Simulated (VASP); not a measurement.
Wanted: the native input for a VASP 6.6.1 run.

```yaml
Task: single point
Functional: LDA
Potentials_or_basis: VASP PAW LDA potentials, release 64 (Si, O)
Cutoff: 520 eV
k_mesh: 6 × 6 × 8
Occupations: gaussian, width 0.05 eV
Spin: no spin polarisation
Dipole_correction: no
Further_INCAR_settings: ALGO = Normal; EDIFF = 1e-06; NBANDS = 25
```

The structure of SiO2 lies in POSCAR:

```
SiO2
1.0
    4.0305000000      0.0000000000      0.0000000000
    0.0000000000      4.0305000000      0.0000000000
    0.0000000000      0.0000000000      2.7252000000
Si O
2 4
Direct
    0.5000000000      0.5000000000      0.5000000000
    0.0000000000      0.0000000000      0.0000000000
    0.6944252994      0.6944252994      0.0000000000
    0.1944252994      0.8055747006      0.5000000000
    0.3055747006      0.3055747006      0.0000000000
    0.8055747006      0.1944252994      0.5000000000
```

The input as run:

INCAR

```
ALGO = Normal
EDIFF = 1E-6
ENCUT = 520
GGA = CA
ISIF = 2
ISMEAR = 0
LASPH = True
LCHARG = False
LREAL = False
LWAVE = False
NBANDS = 25
NELM = 80
PREC = Accurate
SIGMA = 0.05
```

KPOINTS

```
k-points
0
Gamma
  6 6 8
```

Potentials or basis: VASP PAW LDA potentials, release 64 (Si, O).

The run is started by

```console
$ cat potpaw_LDA.64/Si/POTCAR potpaw_LDA.64/O/POTCAR > POTCAR
$ mpirun -np 1 vasp_std > vasp.out
```

Results of the run:

| Quantity | Value |
| --- | --- |
| Pressure | 12.8 GPa |
| Largest force | 0.456 eV/Å |
| Band gap on the k mesh | 5.80 eV |

Caveat: the cell stands under pressure.

It took 75 s on 1 thread of AMD EPYC 7R13 (shared host), peak memory 0.13 GiB.
